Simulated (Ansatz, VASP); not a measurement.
# BeZnSe2: VASP beside Ansatz

```
Be Se Zn
1.0
     4.00149    0.00000    0.00000
     0.00000    4.00149    0.00000
     0.00000    0.00000    5.46599
Be Se Zn
1 2 1
Direct
  0.00000 0.00000 0.00000
  0.00000 0.50000 0.22632
  0.50000 0.00000 0.77368
  0.50000 0.50000 0.50000
```

Change from the starting cell: biaxial_xy strain +4.9%.

Alike in both runs: task single point; functional HSE06; k mesh 4 × 4 × 4; no spin polarisation.

```csv
,VASP,Ansatz
version,VASP 6.6.1,Ansatz 0.2.0
potentials or method,"VASP PAW PBE potentials, release 64 (Be, Se, Zn)","plane waves, PAW"
plane-wave cutoff (eV),520,420
occupations,"gaussian, width 0.01 eV",fixed
valence electrons in the cell,26,46
```

```csv
,VASP,Ansatz,Ansatz less VASP
gap on the k mesh at the Fermi level (eV),3.06,3.07,+0.007
pressure (GPa),-5.3,-5.2,+0.07
rms of the force components (eV/Å),0.060,0.057,-0.0036
```

VASP's potentials hold 26 valence electrons a cell and Ansatz's 46, so a difference there can come from the potentials and not from the codes. Ansatz's warnings: stress exchange threshold loose, stress scf threshold loose.
